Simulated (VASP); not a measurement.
# MgS (F-43m) in VASP: a series of runs, part 2 of 2

VASP 6.6.1. The steps go on from the part before.

**5. Single point, r2SCAN (strain +2.0%)**

Input file POSCAR:

```
MgS
1.0
    0.0000000000      2.8874943781      2.8874943781
    2.8874943781      0.0000000000      2.8874943781
    2.8874943781      2.8874943781      0.0000000000
Mg S
1 1
Direct
    0.0000000000      0.0000000000      0.0000000000
    0.2500000000      0.2500000000      0.2500000000
```

Input file INCAR.step1:

```
ALGO     = Normal         # electronic algorithm
EDIFF    = 1E-5           # SCF threshold, eV
ENCUT    = 660            # plane-wave cutoff, eV
GGA      = PE             # functional
GGA_COMPAT= False        
ISMEAR   = 0              # smearing method
LASPH    = True           # aspherical terms in the spheres
LCHARG   = False          # write CHGCAR
LREAL    = False          # projectors in reciprocal space
LWAVE    = True           # write WAVECAR
NBANDS   = 15             # bands
NELM     = 120            # most SCF steps
PREC     = Accurate       # precision mode
SIGMA    = 0.01           # smearing width, eV
```

Input file INCAR.step2:

```
ALGO     = Normal         # electronic algorithm
EDIFF    = 1E-6           # SCF threshold, eV
ENCUT    = 660            # plane-wave cutoff, eV
GGA_COMPAT= False        
ISIF     = 2              # what is computed and relaxed
ISMEAR   = 0              # smearing method
ISTART   = 1            
LASPH    = True           # aspherical terms in the spheres
LCHARG   = False          # write CHGCAR
LMIXTAU  = True         
LREAL    = False          # projectors in reciprocal space
LWAVE    = False          # write WAVECAR
METAGGA  = R2SCAN         # meta-GGA
NBANDS   = 15             # bands
NELM     = 120            # most SCF steps
PREC     = Accurate       # precision mode
SIGMA    = 0.01           # smearing width, eV
```

Input file KPOINTS:

```
k-points
0
Gamma
  8 8 8
```

Potentials or basis: VASP PAW PBE potentials, release 64 (Mg_sv, S).

On the command line:

```console
$ cat potpaw_PBE.64/Mg_sv/POTCAR potpaw_PBE.64/S/POTCAR > POTCAR
$ cp INCAR.step1 INCAR
$ mpirun -np 1 vasp_std > vasp.out
$ cp INCAR.step2 INCAR
$ mpirun -np 1 vasp_std > vasp.out
```

Wall time 92 s (1 thread of AMD EPYC 9R45 (Zen 5), shared host); peak memory 0.19 GiB.

Results (log left out):

```yaml
Free_energy: -15.4709 eV
Pressure: -3.3 GPa
Band_gap_on_the_k_mesh: 3.85 eV, direct
```

Levels at points of the mesh, in eV from the valence-band top:
```tsv
k point	band 4	band 5	band 6	band 7	band 8	band 9	band 10	band 11	band 12	band 13
(0.00, 0.00, 0.00)	-41.89	-11.54	0.00	0.00	0.00	3.85	8.46	8.46	8.46	11.33
(0.50, 0.00, 0.00)	-41.89	-10.93	-2.94	-0.31	-0.31	5.61	8.13	8.13	8.96	13.38
(0.50, 0.50, 0.00)	-41.89	-10.73	-2.64	-0.98	-0.98	4.35	6.21	11.57	12.80	12.80
```

Caveat: the cell differs from its parent crystal (strain +2.0%); the PAW data sets were made with another functional, which shifts forces and pressure a little.

**6. Single point, r2SCAN (strain +3.0%)**

Input file POSCAR:

```
MgS
1.0
    0.0000000000      2.9158031465      2.9158031465
    2.9158031465      0.0000000000      2.9158031465
    2.9158031465      2.9158031465      0.0000000000
Mg S
1 1
Direct
    0.0000000000      0.0000000000      0.0000000000
    0.2500000000      0.2500000000      0.2500000000
```

Input file INCAR.step1:

```
SYSTEM = MgS
  PREC = Accurate
  ENCUT = 660
  ISMEAR = 0
  SIGMA = 0.01
  LREAL = .False.
  LASPH = .True.
  NELM = 120
  NBANDS = 15
  GGA = PE
  ALGO = Normal
  EDIFF = 1E-5
  LWAVE = .True.
  LCHARG = .False.
  GGA_COMPAT = .False.
```

Input file INCAR.step2:

```
SYSTEM = MgS
  PREC = Accurate
  ENCUT = 660
  EDIFF = 1E-6
  ISMEAR = 0
  SIGMA = 0.01
  LREAL = .False.
  LASPH = .True.
  NELM = 120
  ALGO = Normal
  ISIF = 2
  LWAVE = .False.
  LCHARG = .False.
  METAGGA = R2SCAN
  LMIXTAU = .True.
  NBANDS = 15
  ISTART = 1
  GGA_COMPAT = .False.
```

Input file KPOINTS:

```
Automatic mesh
0
Gamma
  8 8 8
  0 0 0
```

Potentials or basis: VASP PAW PBE potentials, release 64 (Mg_sv, S).

On the command line:

```console
$ cat potpaw_PBE.64/Mg_sv/POTCAR potpaw_PBE.64/S/POTCAR > POTCAR
$ cp INCAR.step1 INCAR
$ mpirun -np 1 vasp_std > vasp.out
$ cp INCAR.step2 INCAR
$ mpirun -np 1 vasp_std > vasp.out
```

It took 85 s on 1 thread of Intel Xeon Platinum 8559C (Emerald Rapids), shared host; peak memory 0.22 GiB.

Results (log left out):

| Quantity | Value |
| --- | --- |
| Free energy | -15.4380 eV |
| Pressure | -4.6 GPa |
| Band gap on the k mesh | 3.70 eV, direct |

Levels at points of the mesh, in eV from the valence-band top:
```tsv
k point	band 5	band 6	band 7	band 8	band 9	band 10	band 11	band 12
(0.00, 0.00, 0.00)	-11.46	0.00	0.00	0.00	3.70	8.38	8.38	8.38
(0.50, 0.00, 0.00)	-10.88	-2.85	-0.30	-0.30	5.49	8.09	8.09	8.80
(0.50, 0.50, 0.00)	-10.70	-2.56	-0.94	-0.94	4.36	6.16	11.29	12.55
```

Caveat: the cell differs from its parent crystal (strain +3.0%); the PAW data sets were made with another functional, which shifts forces and pressure a little.

**7. Single point, r2SCAN (strain +4.0%)**

Input file POSCAR:

```
MgS
1.0
    0.0000000000      2.9441119149      2.9441119149
    2.9441119149      0.0000000000      2.9441119149
    2.9441119149      2.9441119149      0.0000000000
Mg S
1 1
Direct
    0.0000000000      0.0000000000      0.0000000000
    0.2500000000      0.2500000000      0.2500000000
```

Input file INCAR.step1:

```
ALGO = Normal ; EDIFF = 1E-5
ENCUT = 660 ; GGA = PE
GGA_COMPAT = F ; ISMEAR = 0
LASPH = T ; LCHARG = F
LREAL = F ; LWAVE = T
NBANDS = 15 ; NELM = 120
PREC = Accurate ; SIGMA = 0.01
```

Input file INCAR.step2:

```
ALGO = Normal ; EDIFF = 1E-6
ENCUT = 660 ; GGA_COMPAT = F
ISIF = 2 ; ISMEAR = 0
ISTART = 1 ; LASPH = T
LCHARG = F ; LMIXTAU = T
LREAL = F ; LWAVE = F
METAGGA = R2SCAN ; NBANDS = 15
NELM = 120 ; PREC = Accurate
SIGMA = 0.01
```

Input file KPOINTS:

```
k-points
0
Gamma
  8 8 8
```

On the command line:

```console
$ cat potpaw_PBE.64/Mg_sv/POTCAR potpaw_PBE.64/S/POTCAR > POTCAR
$ cp INCAR.step1 INCAR
$ mpirun -np 1 vasp_std > vasp.out
$ cp INCAR.step2 INCAR
$ mpirun -np 1 vasp_std > vasp.out
```

Wall time 1.8 min (1 thread of Intel Xeon Platinum 8488C (Sapphire Rapids), shared host); peak memory 0.22 GiB.

Results (log left out):

- Free energy: -15.3940 eV
- Pressure: -5.6 GPa
- Band gap on the k mesh: 3.56 eV, direct

Levels at points of the mesh, in eV from the valence-band top:
| k point | band 4 | band 5 | band 6 | band 7 | band 8 | band 9 | band 10 | band 11 | band 12 | band 13 |
| --- | --- | --- | --- | --- | --- | --- | --- | --- | --- | --- |
| (0.00, 0.00, 0.00) | -42.10 | -11.37 | 0.00 | 0.00 | 0.00 | 3.56 | 8.30 | 8.30 | 8.30 | 11.20 |
| (0.50, 0.00, 0.00) | -42.10 | -10.84 | -2.76 | -0.29 | -0.29 | 5.38 | 8.04 | 8.04 | 8.65 | 12.93 |
| (0.50, 0.50, 0.00) | -42.10 | -10.66 | -2.49 | -0.91 | -0.91 | 4.37 | 6.10 | 11.02 | 12.31 | 12.31 |

Caveat: the cell differs from its parent crystal (strain +4.0%); the PAW data sets were made with another functional, which shifts forces and pressure a little.

**8. Summary**

| potentials or basis | cell | cutoff (eV) | second run | gap on the mesh (eV) | pressure (GPa) |
| --- | --- | --- | --- | --- | --- |
| VASP PAW PBE potentials, release 64 (Mg, S) | a = 4.084 Å, angles 60.0°, 2 atoms | 520 | - | 3.82 | -3.4 |
| VASP PAW PBE potentials, release 64 (Mg, S) | a = 4.124 Å, angles 60.0°, 2 atoms | 520 | - | 3.67 | -4.7 |
| VASP PAW PBE potentials, release 64 (Mg, S) | a = 4.164 Å, angles 60.0°, 2 atoms | 520 | - | 3.53 | -5.8 |
| VASP PAW PBE potentials, release 64 (Mg_sv, S) | a = 4.084 Å, angles 60.0°, 2 atoms | 660 | valence_matched | 3.85 | -3.3 |
| VASP PAW PBE potentials, release 64 (Mg_sv, S) | a = 4.124 Å, angles 60.0°, 2 atoms | 660 | valence_matched | 3.70 | -4.6 |
| VASP PAW PBE potentials, release 64 (Mg_sv, S) | a = 4.164 Å, angles 60.0°, 2 atoms | 660 | valence_matched | 3.56 | -5.6 |

Alike in all rows: task single point; level r2SCAN; no spin polarisation; k mesh 8 × 8 × 8; smearing gaussian 0.01 eV.

Caveats: the PAW data sets were made with another functional, which shifts forces and pressure a little.

Absolute energies hang on the potentials; compare differences alone.
